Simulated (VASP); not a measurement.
# GaP (P6_3/mmc) in VASP: a series of runs

Runs on GaP. Level: PBE. Tasks: relaxation of cell and atoms, single point.

Everything below comes from runs of VASP 6.6.1. Logs are shortened: lines on timing, memory, paths and dates and some standing lists are left out, and cuts for length are marked.

### 1 The cell of the first run

Symmetry: P6_3/mmc, No. 194, hexagonal system. The conventional cell has a = 3.589 Å, b = 3.589 Å, c = 6.209 Å, α = 90.00°, β = 90.00°, γ = 120.00°. Within 3.4 Å of Ga (site symmetry -3m) lie 6 P at 2.59 Å and 2 Ga at 3.10 Å. Within 3.4 Å of P (site symmetry -6m2) lie 6 Ga at 2.59 Å.

### 2 Relaxation of cell and atoms, PBE

INCAR reads:

```
PREC = Accurate
ENCUT = 500
EDIFF = 1E-7
ISMEAR = 0
SIGMA = 0.1
LREAL = F
LASPH = T
NELM = 120
ALGO = Normal
ISIF = 3
LWAVE = F
LCHARG = F
GGA = PE
IBRION = 2
NSW = 100
EDIFFG = -0.01
GGA_COMPAT = F
NELMIN = 4
```

KPOINTS reads:

```
regular mesh
0
Gamma
  15 15 8
```

POSCAR reads:

```
GaP
1.0
    3.5887989683      0.0000000000      0.0000000000
   -1.7943994841      3.1079910756      0.0000000000
    0.0000000000      0.0000000000      6.2087101235
Ga P
2 2
Direct
    0.0000000000      0.0000000000      0.0000000000
    0.0000000000      0.0000000000      0.5000000000
    0.3333333333      0.6666666667      0.2500000000
    0.6666666667      0.3333333333      0.7500000000
```

Potentials or basis: VASP PAW PBE potentials, release 64 (Ga_d, P).

The run is started by

```console
$ cat potpaw_PBE.64/Ga_d/POTCAR potpaw_PBE.64/P/POTCAR > POTCAR
$ mpirun -np 1 vasp_std > vasp.out
```

OUTCAR:

```text
PREC = Accurate
   ENCUT = 500
   EDIFF = 1E-7
   ISMEAR = 0
   LREAL = F
   LASPH = T
   NELM = 120
   ISIF = 3
   GGA = PE
   IBRION = 2
   NSW = 100
   EDIFFG = -0.01
   NELMIN = 4

 ion  position               nearest neighbor table
   1  0.000  0.000  0.000-   3 2.59   4 2.59   3 2.59   4 2.59   4 2.59   3 2.59
   2  0.000  0.000  0.500-   3 2.59   4 2.59   3 2.59   4 2.59   4 2.59   3 2.59
   3  0.333  0.667  0.250-   1 2.59   2 2.59   1 2.59   2 2.59   1 2.59   2 2.59
   4  0.667  0.333  0.750-   1 2.59   2 2.59   1 2.59   2 2.59   1 2.59   2 2.59

  LATTYP: Found a hexagonal cell.
 ALAT       =     3.5887989683
 C/A-ratio  =     1.7300244952

  Lattice vectors:

 A1 = (   3.5887989683,   0.0000000000,   0.0000000000)
 A2 = (  -1.7943994841,   3.1079910756,   0.0000000000)
 A3 = (   0.0000000000,   0.0000000000,   6.2087101235)

Analysis of symmetry for initial positions (statically):
=====================================================================
 Subroutine PRICEL returns:
 Original cell was already a primitive cell.

 Routine SETGRP: Setting up the symmetry group for a
 hexagonal supercell.

 Subroutine GETGRP returns: Found 24 space group operations
 (whereof 12 operations were pure point group operations)
 out of a pool of 24 trial point group operations.

The static configuration has the point symmetry D_3d.
 The point group associated with its full space group is D_6h.

Analysis of symmetry for dynamics (positions and initial velocities):
=====================================================================
 Subroutine PRICEL returns:
 Original cell was already a primitive cell.

 Routine SETGRP: Setting up the symmetry group for a
 hexagonal supercell.

 Subroutine GETGRP returns: Found 24 space group operations
 (whereof 12 operations were pure point group operations)
 out of a pool of 24 trial point group operations.

The dynamic configuration has the point symmetry D_3d.
 The point group associated with its full space group is D_6h.

 Subroutine INISYM returns: Found 24 space group operations
 (whereof 12 operations are pure point group operations),
 and found     1 'primitive' translations

----------------------------------------------------------------------------------------

                                     Primitive cell

  volume of cell :      69.2517

  direct lattice vectors                    reciprocal lattice vectors
     3.588798968  0.000000000  0.000000000     0.278644752  0.160875623  0.000000000
[... 94 lines left out ...]
   IBRION =      2    ionic relax: 0-MD 1-quasi-New 2-CG
   NFREE  =      1    steps in history (QN), initial steepest desc. (CG)
   ISIF   =      3    stress and relaxation
   ISYM   =      2    0-nonsym 1-usesym 2-fastsym
   POTIM  = 0.5000    time-step for ionic-motion
   TEBEG  =    0.0;   TEEND  =   0.0 temperature during run
   PSTRESS=    0.0 pullay stress
   NELECT =      36.0000    total number of electrons
   NUPDOWN=      -1.0000    fix difference up-down
   EMIN   =  10.00;   EMAX   =-10.00  energy-range for DOS
   EFERMI =   0.00;   METHOD = LEGACY
   ISMEAR =     0;   SIGMA  =   0.10  broadening in eV -4-tet -1-fermi 0-gaus
   EFERMI_NEDOS =   21; number of points for ismear=-14 and -15
   IALGO  =     38    algorithm
   IMIX   =      4    mixing-type and parameters
     AMIX     =   0.40;   BMIX     =  1.00
     AMIX_MAG =   1.60;   BMIX_MAG =  1.00
  volume/ion in A,a.u.               =      17.31       116.83
  Fermi-wavevector in a.u.,A,eV,Ry     =   1.316332  2.487508 23.575236  1.732731
  Thomas-Fermi vector in A             =   2.446452
   LORBIT       =      0    0 simple, 1 ext, 2 COOP (PROOUT), +10 PAW based schemes
   GGA     = PE    functional components
   LHFCALC =     F    Hartree Fock is set to
   AEXX    =    0.0000 exact exchange contribution
   IVDW    =     0    specifies the selected vdW correction
   LEPSILON=     F    determine dielectric tensor
   LRPA    =     F    only Hartree local field effects (RPA)
 conjugate gradient relaxation of ions
 non-spin polarized calculation
 Gauss-broadening in eV      SIGMA  =   0.10
  energy-cutoff  :      500.00
  volume of cell :       69.25
 maximum number of plane-waves:      1811
 NGX is ok and might be reduce to    28
   NGX = 13   NGY = 13   NGZ = 23

--------------------------------------- Ionic step        1  -------------------------------------------

 number of electron      35.9999990 magnetization

 Free energy of the ion-electron system (eV)
  ---------------------------------------------------
  ext. energy  EPLUGINS =         0.00000000
  ---------------------------------------------------
  free energy    TOTEN  =       -16.46695509 eV

  energy without entropy =      -16.45764044  energy(sigma->0) =      -16.46229777

------------------------ aborting loop because EDIFF is reached ----------------------------------------

  FORCE on cell =-STRESS in cart. coord.  units (eV):
  Direction    XX          YY          ZZ          XY          YZ          ZX
  --------------------------------------------------------------------------------------
  -------------------------------------------------------------------------------------
  Total        0.3449486      0.3449486     -0.5108622      0.0000000      0.0000000      0.0000000
  in kB        7.9805840      7.9805840    -11.8190917      0.0000000      0.0000000      0.0000000
  external PRESSURE =       1.3806921 kB  Pullay stress =       0.0000000 kB
[... 177 lines left out ...]
--------------------------------------- Ionic step        6  -------------------------------------------

 number of electron      36.0000019 magnetization

 Free energy of the ion-electron system (eV)
  ---------------------------------------------------
  ext. energy  EPLUGINS =         0.00000000
  ---------------------------------------------------
  free energy    TOTEN  =       -16.47357874 eV

  energy without entropy =      -16.46504741  energy(sigma->0) =      -16.46931308

 E-fermi :   6.3351     XC(G=0): -10.8909

 val. band max:        6.3342257548   @ k =   0.4000   0.0000   0.2500
 cond. band min:       6.3437663393   @ k =   0.0667   0.0667   0.0000
 fundamental gap:      0.0095405845
 Fermi energy:         6.3351016022

 k-point     1 :       0.0000    0.0000    0.0000
  band No.  band energies     occupation
      1      -8.4729      2.00000
      2      -8.4310      2.00000
      3      -8.4310      2.00000
      4      -8.3657      2.00000
      5      -8.3657      2.00000
      6      -8.3551      2.00000
[... 589 lines left out ...]
     21      11.3434      0.00000
     22      11.9956      0.00000

 [... further k-points ...]
[... 5 lines left out ...]
  --------------------------------------------------------------------------------------
  -------------------------------------------------------------------------------------
  Total        0.0025974      0.0025974      0.0018209      0.0000000     -0.0000000      0.0000000
  in kB        0.0599285      0.0599285      0.0420118      0.0000000     -0.0000000      0.0000000
  external PRESSURE =       0.0539563 kB  Pullay stress =       0.0000000 kB
[... 19 lines left out ...]
  FREE ENERGIE OF THE ION-ELECTRON SYSTEM (eV)
  ---------------------------------------------------
  free  energy   TOTEN  =       -16.4735787401 eV

  energy  without entropy=      -16.4650474103  energy(sigma->0) =      -16.46931308

 reached required accuracy - stopping structural energy minimisation
```

It took 11 min on 1 thread of AMD EPYC 9R45 (Zen 5), shared host; peak memory 0.29 GiB.

What came out:

```
Free energy                            : -16.4736 eV
Relaxed volume                         : 17.36 Å³/atom
Relaxed cell                           : a = 3.619 Å, b = 3.619 Å, c = 6.121 Å, α = 90.00°, β = 90.00°, γ = 120.00°
Space group after relaxing (to 0.05 Å) : P6_3/mmc (No. 194)
Energy gained by relaxing              : 1.7 meV/atom
Ionic steps                            : 6
Pressure after relaxing                : 0.0 GPa
Band gap on the k mesh                 : zero (band 18 reaches 6.90 eV, above the bottom of band 19 at 3.26 eV)
```

Step by step:
```tsv
step	energy change (eV)	largest force (eV/Å)	pressure (GPa)	volume (Å³)
1	0.0000	0.0000	0.14	69.25
2	-0.0046	0.0000	-0.02	69.40
3	-0.0066	0.0000	-0.16	69.58
4	-0.0066	0.0000	-0.15	69.56
5	-0.0066	0.0000	0.12	69.36
6	-0.0066	0.0000	0.01	69.44
```

Final structure:
```
Ga P
1.0
     3.61947    0.00000    0.00000
    -1.80974    3.13456    0.00000
     0.00000    0.00000    6.12058
Ga P
2 2
Direct
  0.00000 0.00000 0.00000
  0.00000 0.00000 0.50000
  0.33333 0.66667 0.25000
  0.66667 0.33333 0.75000
```

### 3 Single point, PBE

INCAR reads:

```
PREC = Accurate ; ENCUT = 500
EDIFF = 1E-6 ; ISMEAR = 0
SIGMA = 0.1 ; LREAL = F
LASPH = T ; NELM = 120
ALGO = Normal ; ISIF = 2
LWAVE = F ; LCHARG = F
GGA = PE ; NBANDS = 26
GGA_COMPAT = F
```

KPOINTS reads:

```
Automatic mesh
0
Gamma
  6 6 4
```

POSCAR is that of step 2.

Potentials or basis: VASP PAW PBE potentials, release 64 (Ga_d, P).

The run is started by

```console
$ cat potpaw_PBE.64/Ga_d/POTCAR potpaw_PBE.64/P/POTCAR > POTCAR
$ mpirun -np 1 vasp_std > vasp.out
```

Wall time 34 s (1 thread of AMD EPYC 9R45 (Zen 5), shared host); peak memory 0.16 GiB.

Results (log left out):

```
Free energy            : -16.4796 eV
Pressure               : 0.2 GPa
Band gap on the k mesh : zero (band 18 reaches 6.98 eV, above the bottom of band 19 at 3.26 eV)
```

Stress tensor (GPa, compression positive):
```
0.19 0.00 0.00
0.00 0.19 0.00
0.00 0.00 0.32
```

Levels at points of the mesh, in eV from the Fermi level:
| k point | band 14 | band 15 | band 16 | band 17 | band 18 | band 19 | band 20 | band 21 | band 22 | band 23 |
| --- | --- | --- | --- | --- | --- | --- | --- | --- | --- | --- |
| (0.00, 0.00, 0.00) | -0.58 | -0.14 | -0.14 | 0.33 | 0.33 | 0.78 | 3.24 | 5.06 | 5.06 | 5.78 |
| (0.50, 0.00, 0.00) | -5.29 | -4.57 | -4.38 | -2.48 | 0.05 | 1.23 | 1.66 | 2.92 | 3.07 | 5.11 |
| (0.00, 0.00, 0.50) | -4.88 | 0.15 | 0.15 | 0.15 | 0.15 | 2.99 | 2.99 | 4.71 | 4.71 | 4.71 |
| (0.50, 0.00, 0.50) | -7.19 | -2.00 | -2.00 | -1.59 | -1.59 | -0.35 | -0.35 | 3.38 | 3.38 | 6.22 |
